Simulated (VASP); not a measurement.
Here is a VASP 6.6.1 calculation.

Contents of INCAR:

```
SYSTEM = BN
PREC = Accurate ; ENCUT = 600
EDIFF = 1E-6 ; ISMEAR = 0
SIGMA = 0.01 ; LREAL = .FALSE.
LASPH = .TRUE. ; NELM = 120
ALGO = Normal ; ISIF = 2
LWAVE = .FALSE. ; LCHARG = .FALSE.
GGA = CA ; NBANDS = 16
GGA_COMPAT = .FALSE.
```

Contents of KPOINTS:

```
Automatic mesh
0
G
  10 10 4
  0 0 0
```

The input POSCAR:

```
BN
1.0
    2.4851714517      0.0000000000      0.0000000000
   -1.2425857259      2.1522216100      0.0000000000
    0.0000000000      0.0000000000      6.1722718069
B N
2 2
Direct
    0.3333333333      0.6666666667      0.2500000000
    0.6666666667      0.3333333333      0.7500000000
    0.3333333333      0.6666666667      0.7500000000
    0.6666666667      0.3333333333      0.2500000000
```

Potentials or basis: VASP PAW LDA potentials, release 64 (B, N).

Launch:

```sh
$ cat potpaw_LDA.64/B/POTCAR potpaw_LDA.64/N/POTCAR > POTCAR
$ mpirun -np 1 vasp_std > vasp.out
```

What does it give for the band gap on the k mesh?

3.94 eV, indirect (least direct gap 4.30 eV).

Estimate the pressure.

2.3 GPa.

Stress tensor (GPa, compression positive):
```
2.59 0.00 0.00
0.00 2.59 0.00
0.00 0.00 1.70
```

A k mesh can miss the band edges. A hybrid or GW would open this gap; LDA tends to underestimate it.
